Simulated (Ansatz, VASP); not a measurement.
## PbO2 in VASP and in Ansatz

```
Pb O
1.0
     4.93749    0.00000    0.00000
     0.00000    4.93749    0.00000
     0.00000    0.00000    3.38991
Pb O
2 4
Direct
  0.00000 0.00000 0.00000
  0.50000 0.50000 0.50000
  0.30738 0.30738 0.00000
  0.19262 0.80738 0.50000
  0.69262 0.69262 0.00000
  0.80738 0.19262 0.50000
```

Alike in both runs: functional LDA; k mesh 8 × 8 × 10; occupations gaussian, width 0.1 eV; no spin polarisation.

Ansatz relaxed the structure, and its values are those at the end. VASP's run is a single point on that final structure, the one shown.

|  | VASP | Ansatz |
| --- | --- | --- |
| version | VASP 6.6.1 | Ansatz 0.2.0 |
| potentials or method | VASP PAW LDA potentials, release 64 (Pb_d, O), cutoff 520 eV | scalar-relativistic, plane waves, PAW |
| valence electrons in the cell | 52 | 52 |

VASP gave:

```
gap on the k mesh at the Fermi level (eV) : none
pressure (GPa)                            : 0.5
rms of the force components (eV/Å)        : 0.006
```

Question: What did Ansatz give for the same quantities?

Answer: gap on the k mesh at the Fermi level (eV): none; pressure (GPa): 0.0; rms of the force components (eV/Å): 0.000.

LDA's correlation is that of Perdew and Zunger in VASP and of Perdew and Wang (1992) in Ansatz. A gap of «none» marks a metal or a gap that the smearing closes.

Neither program's run includes spin-orbit coupling.
